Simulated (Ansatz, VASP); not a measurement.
## LuBe2Ge2 in VASP and in Ansatz

POSCAR

```
LuBe2Ge2
1.0
    3.9098070000      0.0000000000      0.0000000000
   -1.9549040000      3.3859970000      0.0000000000
    0.0000000000      0.0000000000      6.2171580000
Be Lu Ge
2 1 2
Direct
    0.3333000000      0.6667000000      0.6415000000
    0.6667000000      0.3333000000      0.3585000000
    0.0000000000      0.0000000000      0.0000000000
    0.3333000000      0.6667000000      0.2513700000
    0.6667000000      0.3333000000      0.7486300000
```

INCAR.step1

```
SYSTEM = LuBe2Ge2
PREC = Accurate
ENCUT = 520
ISMEAR = 0
SIGMA = 0.0222
LREAL = .False.
LASPH = .True.
NELM = 80
NBANDS = 36
GGA = PE
ALGO = Normal
EDIFF = 1E-4
LWAVE = .True.
LCHARG = .False.
```

File INCAR.step2:

```
SYSTEM = LuBe2Ge2
PREC = Accurate
ENCUT = 520
EDIFF = 1E-7
ISMEAR = 0
SIGMA = 0.0222
LREAL = .False.
LASPH = .True.
NELM = 80
ALGO = Normal
ISIF = 2
LWAVE = .False.
LCHARG = .False.
METAGGA = R2SCAN
LMIXTAU = .True.
NBANDS = 36
ISTART = 1
```

KPOINTS

```
regular mesh
0
Gamma
  8 8 4
  0 0 0
```

Input for Ansatz:

```yaml
crystal:
  lattice:
    - [3.909807, 0.0, 0.0]
    - [-1.954904, 3.385997, 0.0]
    - [0.0, 0.0, 6.217158]
  atoms:
    - { symbol: Be, position: [0.3333, 0.6667, 0.6415] }
    - { symbol: Be, position: [0.6667, 0.3333, 0.3585] }
    - { symbol: Lu, position: [0.0, 0.0, 0.0] }
    - { symbol: Ge, position: [0.3333, 0.6667, 0.25137] }
    - { symbol: Ge, position: [0.6667, 0.3333, 0.74863] }
  symmetry: { tolerance: 0.0003 }
kpoints:
  mp_grid: { grid: [8, 8, 4], shift: [0, 0, 0] }
magnetization:
  spin_polarized: false
scf:
  occupations: { method: gaussian, width: 0.0222 }
  lower_state_search: "off"
  max_iter: 200
hamiltonian:
  pseudopotentials: { kind: paw }
  xc: r2scan
basis:
  ecutwfc: 500
  fft_grid_basis: typed
output:
  forces: true
  stress: true
  eigenvalues: true
  bader: true
  populations: true
  elf: true
  write_potential: true
  volumetric_format: npy
  dos:
    e_range: [-12, 8]
    de: 0.05
    projected: { site_lists: { Be: [Be], Ge: [Ge], Lu: [Lu] } }
checkpoint:
  read: saved_state
```

Alike in both runs: task single point; functional r2SCAN; k mesh 8 × 8 × 4; occupations gaussian, width 0.0222 eV; no spin polarisation.

|  | VASP | Ansatz |
| --- | --- | --- |
| version | VASP 6.6.1 | Ansatz 0.2.0 |
| potentials or method | VASP PAW PBE potentials, release 64 (Be, Lu, Ge_d), cutoff 520 eV | PAW plane waves |
| valence electrons in the cell | 57 | 57 |

Ansatz gave:

| Quantity | Value |
| --- | --- |
| pressure (GPa) | 2.1 |
| traceless stress, the component that is largest in VASP (GPa) | 0.39 |
| rms of the force components (eV/Å) | 0.487 |

Estimate VASP's values.

pressure (GPa): 2.3; traceless stress, the component that is largest in VASP (GPa): 0.44; rms of the force components (eV/Å): 0.499.

VASP's potentials were made for PBE, not for r2SCAN. Atom by atom the forces differ by 0.013 eV/Å (rms over components). With one functional, cell and mesh, what is left measures potentials, basis and numerics. Ansatz's warnings: structure snapped to symmetry.

Neither program's run includes spin-orbit coupling.
